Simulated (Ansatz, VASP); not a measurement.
# Two plane-wave programs on FePt

```
CELL_PARAMETERS angstrom
5.44700 0.00000 0.00000
0.00000 2.72350 0.00000
0.00000 0.00000 3.72000
ATOMIC_POSITIONS crystal
Fe 0.00000 0.00000 0.00000
Fe 0.50000 0.00000 0.00000
Pt 0.25000 0.50000 0.50000
Pt 0.75000 0.50000 0.50000
```

Alike in both runs: task single point; functional PBE; k mesh 5 × 9 × 6; occupations fermi-dirac, width 0.05 eV; no spin polarisation.

|  | VASP | Ansatz |
| --- | --- | --- |
| version | VASP 6.6.1 | Ansatz 0.2.0 |
| potentials or method | VASP PAW PBE potentials, release 64 (Fe, Pt), cutoff 520 eV | PAW plane waves |
| valence electrons in the cell | 36 | 68 |

Ansatz gave:

* pressure (GPa): -13.1

Task: Which values does VASP return?

Result: Pressure (GPa): -13.4.

The functional is the same, so the differences come from potentials, cutoffs and numerics. VASP's potentials hold 36 valence electrons a cell and Ansatz's 68, so a difference there can come from the potentials and not from the codes.

Neither program's run includes spin-orbit coupling.
